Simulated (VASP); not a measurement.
Here is a VASP 6.6.1 calculation.

Contents of INCAR:

```
PREC = Accurate
ENCUT = 600
EDIFF = 1E-7
ISMEAR = 0
SIGMA = 0.1
LREAL = F
LASPH = T
NELM = 80
ALGO = Normal
ISIF = 3
LWAVE = F
LCHARG = F
GGA = PE
IBRION = 2
NSW = 90
EDIFFG = -0.04
```

The input KPOINTS:

```
Automatic mesh
0
Gamma
  4 4 4
```

Contents of POSCAR:

```
HfBiBr3
1.0
    5.1647132400      0.0000000000      0.0000000000
    0.0000000000      5.1647132400      0.0000000000
    0.0000000000      0.0000000000      5.1647132400
Hf Bi Br
1 1 3
Direct
    0.0000000000      0.0000000000      0.0000000000
    0.5000000000      0.5000000000      0.5000000000
    0.5000000000      0.0000000000      0.0000000000
    0.0000000000      0.5000000000      0.0000000000
    0.0000000000      0.0000000000      0.5000000000
```

Potentials or basis: VASP PAW PBE potentials, release 64 (Hf_pv, Bi_d, Br).

Run with:

```bash
$ cat potpaw_PBE.64/Hf_pv/POTCAR potpaw_PBE.64/Bi_d/POTCAR potpaw_PBE.64/Br/POTCAR > POTCAR
$ mpirun -np 1 vasp_std > vasp.out
```

(1) Estimate the band gap on the k mesh.

(2) Estimate the space group after relaxing (to 0.1 Å).

Answers

(1) zero (bands 23 and 24 overlap by 1.12 eV).

(2) Pm-3m (No. 221).

Caveat: spin-orbit coupling is left out, which moves the levels of the heavy elements.
